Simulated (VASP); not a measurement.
Runs of VASP 6.6.1 on InGaO. The structure is that of space group P-6m2 (No. 187), or close to it. The cells are those of the table. The cell was built from a structure type or drawn by symmetry, and may not be a known phase.

```tsv
task	cell	k mesh	cutoff (eV)	gap on the mesh (eV)	pressure (GPa)	relaxed volume (Å³/atom)
relaxation of cell and atoms	relaxed from a = 3.427, b = 3.427, c = 5.734 Å, angles 90.0, 90.0, 120.0°, 3 atoms	18 × 18 × 8	600	none	0.0	(a)
single point	a = 3.404, b = 3.404, c = 5.908 Å, angles 90.0, 90.0, 120.0°, 3 atoms	18 × 18 × 8	520	none	0.3	-
single point	a = 3.427, b = 3.427, c = 5.734 Å, angles 90.0, 90.0, 120.0°, 3 atoms	6 × 6 × 4	520	none	0.3	-
single point	a = 3.925, b = 3.925, c = 4.684 Å, angles 90.0, 90.0, 120.0°, 3 atoms	6 × 6 × 4	520	0.18	-5.7	-
relaxation of cell and atoms	relaxed from a = 3.925, b = 3.925, c = 4.684 Å, angles 90.0, 90.0, 120.0°, 3 atoms	6 × 6 × 4	600	none	-0.1	19.39
```

Alike in all rows: level PBE; potentials or basis VASP PAW PBE potentials, release 64 (In_d, Ga_d, O); no spin polarisation; smearing gaussian 0.1 eV.

Task: Fill in the values left out.

Result: (a) 19.75.

Caveats: spin-orbit coupling is left out, which moves the levels of the heavy elements; the cell stands under tension (at least some runs); a cell axis changed by over 15 % at a fixed basis, so the end point is rough (at least some runs).

A k mesh can miss the band edges, and the runs leave out spin-orbit coupling on Ga, In.

A gap of «none» marks levels without a gap at the run's occupations.
